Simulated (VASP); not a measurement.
# As (R-3m) in VASP: a series of runs

Runs on As. Level: LDA. Tasks: single point.

Everything below comes from runs of VASP 6.6.1. Logs are shortened: lines on timing, memory, paths and dates and some standing lists are left out, and cuts for length are marked.

### 1 The cell of the first run

The structure is trigonal, space group R-3m (No. 166). Conventional cell: a = 3.759 Å, b = 3.759 Å, c = 10.457 Å, α = 90.00°, β = 90.00°, γ = 120.00°. As (site symmetry 3m) has 6 As at 2.52 to 3.10 Å within 3.3 Å.

### 2 Single point, LDA

Input file INCAR:

```
SYSTEM = As
PREC     = Accurate       ! precision mode
ENCUT    = 510            ! plane-wave cutoff, eV
EDIFF    = 1E-6           ! SCF threshold, eV
ISMEAR   = 0              ! smearing method
SIGMA    = 0.1            ! smearing width, eV
LREAL    = .FALSE.        ! projectors in reciprocal space
LASPH    = .TRUE.         ! aspherical terms in the spheres
NELM     = 120            ! most SCF steps
ALGO     = Normal         ! electronic algorithm
ISIF     = 2              ! what is computed and relaxed
LWAVE    = .FALSE.        ! write WAVECAR
LCHARG   = .FALSE.        ! write CHGCAR
NBANDS   = 22             ! bands
GGA_COMPAT= .FALSE.
```

Input file KPOINTS:

```
Automatic mesh
0
G
  6 6 6
  0 0 0
```

Input file POSCAR:

```
As
1.0
    1.8797494575      1.0852738553      3.4857700000
   -1.8797494575      1.0852738553      3.4857700000
    0.0000000000     -2.1705477106      3.4857700000
As
2
Direct
    0.2275400000      0.2275400000      0.2275400000
    0.7724600000      0.7724600000      0.7724600000
```

Potentials or basis: VASP PAW LDA potentials, release 64 (As_d).

Command:

```bash
> cat potpaw_LDA.64/As_d/POTCAR > POTCAR
> mpirun -np 1 vasp_std > vasp.out
```

OUTCAR:

```text
SYSTEM = As
   PREC = Accurate
   ENCUT = 510
   EDIFF = 1E-6
   ISMEAR = 0
   LREAL = .FALSE.
   LASPH = .TRUE.
   NELM = 120
   ISIF = 2

 ion  position               nearest neighbor table
   1  0.228  0.228  0.228-   2 2.52   2 2.52   2 2.52
   2  0.772  0.772  0.772-   1 2.52   1 2.52   1 2.52

  LATTYP: Found a trigonal (rhomboedric) cell.
 ALAT       =     4.1063207202
 COS(alpha) =     0.5808936906

  Lattice vectors:

 A1 = (   1.8797494575,   1.0852738553,   3.4857700000)
 A2 = (  -1.8797494575,   1.0852738553,   3.4857700000)
 A3 = (   0.0000000000,  -2.1705477106,   3.4857700000)

Analysis of symmetry for initial positions (statically):
=====================================================================
 Subroutine PRICEL returns:
 Original cell was already a primitive cell.

 Routine SETGRP: Setting up the symmetry group for a
 trigonal (rhombohedral) supercell.

 Subroutine GETGRP returns: Found 12 space group operations
 (whereof 12 operations were pure point group operations)
 out of a pool of 12 trial point group operations.

The static configuration has the point symmetry D_3d.

Analysis of symmetry for dynamics (positions and initial velocities):
=====================================================================
 Subroutine PRICEL returns:
 Original cell was already a primitive cell.

 Routine SETGRP: Setting up the symmetry group for a
 trigonal (rhombohedral) supercell.

 Subroutine GETGRP returns: Found 12 space group operations
 (whereof 12 operations were pure point group operations)
 out of a pool of 12 trial point group operations.

The dynamic configuration has the point symmetry D_3d.

 Subroutine INISYM returns: Found 12 space group operations
 (whereof 12 operations are pure point group operations),
 and found     1 'primitive' translations

----------------------------------------------------------------------------------------

                                     Primitive cell

  volume of cell :      42.6667

  direct lattice vectors                    reciprocal lattice vectors
     1.879749457  1.085273855  3.485770000     0.265992895  0.153571070  0.095626887
    -1.879749457  1.085273855  3.485770000    -0.265992895  0.153571070  0.095626887
     0.000000000 -2.170547711  3.485770000     0.000000000 -0.307142139  0.095626887

  length of vectors
     4.106320720  4.106320720  4.106320720     0.321684310  0.321684310  0.321684310

  position of ions in fractional coordinates (direct lattice)
     0.227540000  0.227540000  0.227540000
     0.772460000  0.772460000  0.772460000

  ion indices of the primitive-cell ions
   primitive index   ion index
                 1           1
                 2           2

----------------------------------------------------------------------------------------

 KPOINTS: Automatic mesh

Automatic generation of k-mesh.
 Grid dimensions read from file:
 generate k-points for:    6    6    6

 Generating k-lattice:

  Cartesian coordinates                     Fractional coordinates (reciprocal lattice)
     0.044332149  0.025595178  0.015937814     0.166666667 -0.000000000 -0.000000000
    -0.044332149  0.025595178  0.015937814    -0.000000000  0.166666667 -0.000000000
     0.000000000 -0.051190357  0.015937814    -0.000000000 -0.000000000  0.166666667

  Length of vectors
     0.053614052  0.053614052  0.053614052

  Shift w.r.t. Gamma in fractional coordinates (k-lattice)
     0.000000000  0.000000000  0.000000000

 Subroutine IBZKPT returns following result:
 ===========================================

 Found     32 irreducible k-points:

 Following reciprocal coordinates:
            Coordinates               Weight
  0.000000  0.000000  0.000000      1.000000
  0.166667  0.000000  0.000000      6.000000
  0.333333  0.000000  0.000000      6.000000
  0.500000  0.000000  0.000000      3.000000
  0.166667  0.166667  0.000000      6.000000
  0.333333  0.166667  0.000000     12.000000
[... 16 lines left out ...]
  0.500000  0.500000  0.166667      6.000000
 -0.333333  0.500000  0.166667     12.000000
 [... further k-points ...]
   k-points           NKPTS =     32   k-points in BZ     NKDIM =     32   number of bands    NBANDS=     22
   number of dos      NEDOS =    301   number of ions     NIONS =      2
   total plane-waves  NPLWV =  27000
   dimension x,y,z NGX =    30 NGY =   30 NGZ =   30
   dimension x,y,z NGXF=    60 NGYF=   60 NGZF=   60
   ions per type =               2
   NGX,Y,Z   is equivalent  to a cutoff of  12.15, 12.15, 12.15 a.u.
   NGXF,Y,Z  is equivalent  to a cutoff of  24.29, 24.29, 24.29 a.u.
 SYSTEM =  As
   PREC   = accura    normal or accurate (medium, high low for compatibility)
   ISTART =      0    job   : 0-new  1-cont  2-samecut
   ICHARG =      2    charge: 1-file 2-atom 10-const
   ISPIN  =      1    spin polarized calculation?
   LNONCOLLINEAR =      F non collinear calculations
   LSORBIT =      F    spin-orbit coupling
   LASPH  =      T    aspherical Exc in radial PAW
   ENCUT  =  510.0 eV  37.48 Ry    6.12 a.u.   7.56  7.56  7.56*2*pi/ulx,y,z
   NELM   =    120;   NELMIN=  2; NELMDL= -5     # of ELM steps
   EDIFF  = 0.1E-05   stopping-criterion for ELM
   LREAL  =      F    real-space projection
[... 7 lines left out ...]
   TEBEG  =    0.0;   TEEND  =   0.0 temperature during run
   PSTRESS=    0.0 pullay stress
   NELECT =      30.0000    total number of electrons
   NUPDOWN=      -1.0000    fix difference up-down
   EMIN   =  10.00;   EMAX   =-10.00  energy-range for DOS
   EFERMI =   0.00;   METHOD = LEGACY
   ISMEAR =     0;   SIGMA  =   0.10  broadening in eV -4-tet -1-fermi 0-gaus
   EFERMI_NEDOS =   21; number of points for ismear=-14 and -15
   IALGO  =     38    algorithm
   IMIX   =      4    mixing-type and parameters
     AMIX     =   0.40;   BMIX     =  1.00
     AMIX_MAG =   1.60;   BMIX_MAG =  1.00
  volume/ion in A,a.u.               =      21.33       143.96
  Fermi-wavevector in a.u.,A,eV,Ry     =   1.455746  2.750960 28.833402  2.119195
  Thomas-Fermi vector in A             =   2.572744
   LORBIT       =      0    0 simple, 1 ext, 2 COOP (PROOUT), +10 PAW based schemes
   GGA     = CA    functional components
   LHFCALC =     F    Hartree Fock is set to
   AEXX    =    0.0000 exact exchange contribution
   IVDW    =     0    specifies the selected vdW correction
   LEPSILON=     F    determine dielectric tensor
   LRPA    =     F    only Hartree local field effects (RPA)
 non-spin polarized calculation
 Gauss-broadening in eV      SIGMA  =   0.10
  energy-cutoff  :      510.00
  volume of cell :       42.67
 maximum number of plane-waves:      1124
   NGX = 15   NGY = 15   NGZ = 15

 number of electron      29.9999999 magnetization

 Free energy of the ion-electron system (eV)
  ---------------------------------------------------
  ext. energy  EPLUGINS =         0.00000000
  ---------------------------------------------------
  free energy    TOTEN  =       -10.80632872 eV

  energy without entropy =      -10.80475929  energy(sigma->0) =      -10.80554401

 E-fermi :   3.8094     XC(G=0): -11.0409

 val. band max:        3.4635991475   @ k =   0.5000   0.0000   0.0000
 cond. band min:       3.8094089918   @ k =   0.3333   0.1667   0.1667
 fundamental gap:      0.3458098442
 Fermi energy:         3.8093816488

 k-point     1 :       0.0000    0.0000    0.0000
  band No.  band energies     occupation
      1     -32.5857      2.00000
      2     -32.5857      2.00000
      3     -32.5390      2.00000
      4     -32.5390      2.00000
      5     -32.5103      2.00000
      6     -32.4710      2.00000
[... 14 lines left out ...]
     21      11.0170      0.00000
     22      12.6587      0.00000

 k-point     2 :       0.1667    0.0000    0.0000
  band No.  band energies     occupation
      1     -32.5824      2.00000
      2     -32.5776      2.00000
      3     -32.5363      2.00000
      4     -32.5333      2.00000
      5     -32.5079      2.00000
      6     -32.4749      2.00000
[... 14 lines left out ...]
     21      10.7930      0.00000
     22      14.5558      0.00000

 k-point     3 :       0.3333    0.0000    0.0000
  band No.  band energies     occupation
      1     -32.5750      2.00000
      2     -32.5567      2.00000
      3     -32.5302      2.00000
      4     -32.5189      2.00000
      5     -32.5014      2.00000
      6     -32.4855      2.00000
[... 14 lines left out ...]
     21      12.8982      0.00000
     22      16.1286      0.00000

 k-point     4 :       0.5000    0.0000    0.0000
  band No.  band energies     occupation
      1     -32.5709      2.00000
      2     -32.5414      2.00000
      3     -32.5230      2.00000
      4     -32.5048      2.00000
      5     -32.5039      2.00000
      6     -32.4975      2.00000
[... 14 lines left out ...]
     21      15.3481      0.00000
     22      15.5249      0.00000

 k-point     5 :       0.1667    0.1667    0.0000
  band No.  band energies     occupation
      1     -32.5851      2.00000
      2     -32.5734      2.00000
      3     -32.5369      2.00000
      4     -32.5323      2.00000
      5     -32.5074      2.00000
      6     -32.4761      2.00000
[... 14 lines left out ...]
     21      11.6382      0.00000
     22      13.4420      0.00000

 k-point     6 :       0.3333    0.1667    0.0000
  band No.  band energies     occupation
      1     -32.5807      2.00000
      2     -32.5583      2.00000
      3     -32.5313      2.00000
      4     -32.5246      2.00000
      5     -32.5023      2.00000
      6     -32.4850      2.00000
[... 14 lines left out ...]
     21      13.5340      0.00000
     22      15.0123      0.00000

 k-point     7 :       0.5000    0.1667    0.0000
  band No.  band energies     occupation
      1     -32.5753      2.00000
      2     -32.5378      2.00000
      3     -32.5229      2.00000
      4     -32.5150      2.00000
      5     -32.4994      2.00000
      6     -32.4952      2.00000
[... 324 lines left out ...]
      6     -32.4846      2.00000
[... 14 lines left out ...]
     21      13.9447      0.00000
     22      15.6079      0.00000

 k-point    21 :      -0.3333    0.3333    0.1667
  band No.  band energies     occupation
      1     -32.5765      2.00000
      2     -32.5403      2.00000
      3     -32.5237      2.00000
      4     -32.5150      2.00000
      5     -32.4977      2.00000
      6     -32.4941      2.00000
[... 14 lines left out ...]
     21      16.1431      0.00000
     22      16.6400      0.00000

 k-point    22 :      -0.1667    0.3333    0.1667
  band No.  band energies     occupation
      1     -32.5797      2.00000
      2     -32.5376      2.00000
      3     -32.5251      2.00000
      4     -32.5128      2.00000
      5     -32.5007      2.00000
      6     -32.4966      2.00000
[... 14 lines left out ...]
     21      14.3418      0.00000
     22      15.9486      0.00000

 k-point    23 :       0.5000    0.5000    0.1667
  band No.  band energies     occupation
      1     -32.5805      2.00000
      2     -32.5521      2.00000
      3     -32.5308      2.00000
      4     -32.5170      2.00000
      5     -32.4999      2.00000
      6     -32.4876      2.00000
[... 14 lines left out ...]
     21      15.5109      0.00000
     22      15.8123      0.00000

 k-point    24 :      -0.3333    0.5000    0.1667
  band No.  band energies     occupation
      1     -32.5794      2.00000
      2     -32.5411      2.00000
      3     -32.5251      2.00000
      4     -32.5139      2.00000
      5     -32.4980      2.00000
      6     -32.4938      2.00000
[... 14 lines left out ...]
     21      15.7813      0.00000
     22      16.8449      0.00000

 [... further k-points ...]
[... 5 lines left out ...]
  --------------------------------------------------------------------------------------
  -------------------------------------------------------------------------------------
  Total       -0.2428775     -0.2428775     -0.6351868      0.0000000      0.0000000      0.0000000
  in kB       -9.1202869     -9.1202869    -23.8518875      0.0000000      0.0000000      0.0000000
  external PRESSURE =     -14.0308204 kB  Pullay stress =       0.0000000 kB

 VOLUME and BASIS-vectors are now :
 -----------------------------------------------------------------------------
  energy-cutoff  :      510.00
  volume of cell :       42.67
      direct lattice vectors                 reciprocal lattice vectors
     1.879749457  1.085273855  3.485770000     0.265992895  0.153571070  0.095626887
    -1.879749457  1.085273855  3.485770000    -0.265992895  0.153571070  0.095626887
     0.000000000 -2.170547711  3.485770000     0.000000000 -0.307142139  0.095626887

 POSITION                                       TOTAL-FORCE (eV/Angst)
 -----------------------------------------------------------------------------------
      0.00000      0.00000      2.37946         0.000000      0.000000     -0.012495
      0.00000      0.00000      8.07785         0.000000     -0.000000      0.012495
 -----------------------------------------------------------------------------------
    total drift:                               -0.000000      0.000000     -0.000000

  FREE ENERGIE OF THE ION-ELECTRON SYSTEM (eV)
  ---------------------------------------------------
  free  energy   TOTEN  =       -10.8063287244 eV

  energy  without entropy=      -10.8047592905  energy(sigma->0) =      -10.80554401
```

Run time: 19 s. Hardware: 1 thread of Intel Xeon Platinum 8259CL at 2.50GHz (Skylake/Cascade Lake), shared host; peak memory 0.15 GiB.

Results:

* Free energy: -10.8063 eV
* Pressure: -1.4 GPa
* Largest force: 0.012 eV/Å
* Band gap on the k mesh: zero (bands 15 and 16 overlap by 0.35 eV)

Forces in eV/Å, atoms in the order of the input:
```
As   0.000  0.000 -0.012
As   0.000  0.000  0.012
```

Levels at points of the mesh, in eV from the Fermi level:
```csv
k point,band 13,band 14,band 15,band 16,band 17,band 18
"(0.00, 0.00, 0.00)",-2.53,-1.98,-1.98,1.77,2.95,2.95
"(0.50, 0.00, 0.00)",-2.73,-2.72,-0.36,-0.35,0.24,1.24
"(0.50, 0.50, 0.00)",-6.09,-4.27,-4.12,1.50,5.45,6.76
"(0.50, 0.50, 0.50)",-1.69,-1.69,-0.62,0.69,0.69,1.76
```

### 3 Single point, LDA

Input file INCAR:

```
PREC = Accurate
ENCUT = 510
EDIFF = 1E-6
ISMEAR = 0
SIGMA = 0.1
LREAL = F
LASPH = T
NELM = 120
ALGO = Normal
ISIF = 2
LWAVE = F
LCHARG = T
LELF = T
LVHAR = T
NBANDS = 22
GGA_COMPAT = F
```

Input file KPOINTS:

```
Automatic mesh
0
Gamma
  6 6 6
```

POSCAR is that of step 2.

Potentials or basis: VASP PAW LDA potentials, release 64 (As_d).

Command:

```bash
> cat potpaw_LDA.64/As_d/POTCAR > POTCAR
> mpirun -np 1 vasp_std > vasp.out
```

Wall time 27 s (1 thread of AMD EPYC 7R43 (Zen 3), shared host); peak memory 0.12 GiB.

The run converged. Its results:

```
Free energy            : -10.8063 eV
Pressure               : -1.4 GPa
Largest force          : 0.012 eV/Å
Band gap on the k mesh : zero (bands 15 and 16 overlap by 0.35 eV)
```

Forces on the atoms (eV/Å):
```
As   0.000  0.000 -0.012
As   0.000  0.000  0.012
```

Stress tensor (GPa, compression positive):
```
-0.91  0.00  0.00
 0.00 -0.91  0.00
 0.00  0.00 -2.39
```

Levels at points of the mesh, in eV from the Fermi level:
```tsv
k point	band 13	band 14	band 15	band 16	band 17	band 18
(0.00, 0.00, 0.00)	-2.53	-1.98	-1.98	1.77	2.95	2.95
(0.50, 0.00, 0.00)	-2.73	-2.72	-0.36	-0.35	0.24	1.24
(0.50, 0.50, 0.00)	-6.09	-4.27	-4.12	1.50	5.45	6.76
(0.50, 0.50, 0.50)	-1.69	-1.69	-0.62	0.69	0.69	1.76
```

The gap in the log of VASP goes by the Fermi energy; the results here count the filled bands.